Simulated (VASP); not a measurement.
# Rh: single point with PBEsol

Crystal: Rh.

```xyz
1
Lattice="0.0000 1.9586 1.9016 1.9586 0.0000 1.9016 1.9586 1.9586 0.0000" Properties=species:S:1:pos:R:3 pbc="T T T"
Rh    0.0000    0.0000    0.0000
```

This cell differs from its parent crystal: strain +0.030 along x and y, +0.000 along z.

* Program: VASP 6.6.1
* Task: single point
* Functional: PBEsol
* Potentials or basis: VASP PAW PBE potentials, release 64 (Rh_pv)
* Cutoff: 520 eV
* k mesh: 22 × 22 × 22
* Occupations: gaussian, width 0.15 eV
* Spin: no spin polarisation

| Quantity | Value |
| --- | --- |
| Pressure | -18.6 GPa |
| Band gap on the k mesh | zero (an odd number of electrons rules out a gap without spin polarisation) |

Stress tensor (GPa, compression positive):
```
-20.59   0.00   0.00
  0.00 -20.59   0.00
  0.00   0.00 -14.63
```

Levels at points of the mesh, in eV from the Fermi level:
```csv
k point,band 5,band 6,band 7,band 8,band 9,band 10
"(0.00, 0.00, 0.00)",-2.91,-2.91,-2.62,-1.07,-0.73,15.98
"(0.50, 0.00, 0.00)",-3.03,-2.72,0.45,0.60,0.73,8.01
"(0.50, 0.50, 0.00)",-5.47,0.49,0.91,0.91,3.53,12.04
"(0.50, 0.00, 0.50)",-5.44,0.50,0.76,1.01,2.92,11.23
```

It took 110 s on 1 thread of Intel Xeon 8259CL, with other jobs on the host, peak memory 0.26 GiB.

Caveat: the cell differs from its parent crystal (strain +0.030 along x and y, +0.000 along z); the cell stands under tension; the PAW data sets were made with another functional, which shifts forces and pressure a little.
